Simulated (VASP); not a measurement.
A run of VASP 6.6.1:

POSCAR

```
TiB
1.0
    0.0000000000      2.1535250000      2.1535250000
    2.1535250000      0.0000000000      2.1535250000
    2.1535250000      2.1535250000      0.0000000000
Ti B
1 1
Direct
    0.7500000000      0.7500000000      0.7500000000
    0.0000000000      0.0000000000      0.0000000000
```

INCAR.step1

```
SYSTEM = TiB
ALGO     = Normal         ! electronic algorithm
EDIFF    = 1E-4           ! SCF threshold, eV
ENCUT    = 520            ! plane-wave cutoff, eV
GGA      = PE             ! functional
ISMEAR   = 0              ! smearing method
LASPH    = .True.         ! aspherical terms in the spheres
LCHARG   = .False.        ! write CHGCAR
LREAL    = .False.        ! projectors in reciprocal space
LWAVE    = .True.         ! write WAVECAR
NBANDS   = 14             ! bands
NELM     = 60             ! most SCF steps
PREC     = Accurate       ! precision mode
SIGMA    = 0.15           ! smearing width, eV
```

INCAR.step2

```
SYSTEM = TiB
ALGO     = Normal         ! electronic algorithm
EDIFF    = 1E-7           ! SCF threshold, eV
ENCUT    = 520            ! plane-wave cutoff, eV
ISIF     = 2              ! what is computed and relaxed
ISMEAR   = 0              ! smearing method
ISTART   = 1            
LASPH    = .True.         ! aspherical terms in the spheres
LCHARG   = .False.        ! write CHGCAR
LMIXTAU  = .True.       
LREAL    = .False.        ! projectors in reciprocal space
LWAVE    = .False.        ! write WAVECAR
METAGGA  = R2SCAN         ! meta-GGA
NBANDS   = 14             ! bands
NELM     = 60             ! most SCF steps
PREC     = Accurate       ! precision mode
SIGMA    = 0.15           ! smearing width, eV
```

File KPOINTS:

```
k-points
0
Gamma
  20 20 20
  0 0 0
```

Potentials or basis: VASP PAW PBE potentials, release 64 (Ti_sv, B).

Launch:

```sh
$ cat potpaw_PBE.64/Ti_sv/POTCAR potpaw_PBE.64/B/POTCAR > POTCAR
$ cp INCAR.step1 INCAR
$ mpirun -np 1 vasp_std > vasp.out
$ cp INCAR.step2 INCAR
$ mpirun -np 1 vasp_std > vasp.out
```

Hardware: 1 thread of Intel Xeon 8259CL (shared host).

Question: How long does it take, and how much memory?

Answer: It took 5 min on 1 thread of Intel Xeon 8259CL (shared host), peak memory 0.21 GiB. Counts: k points 256.
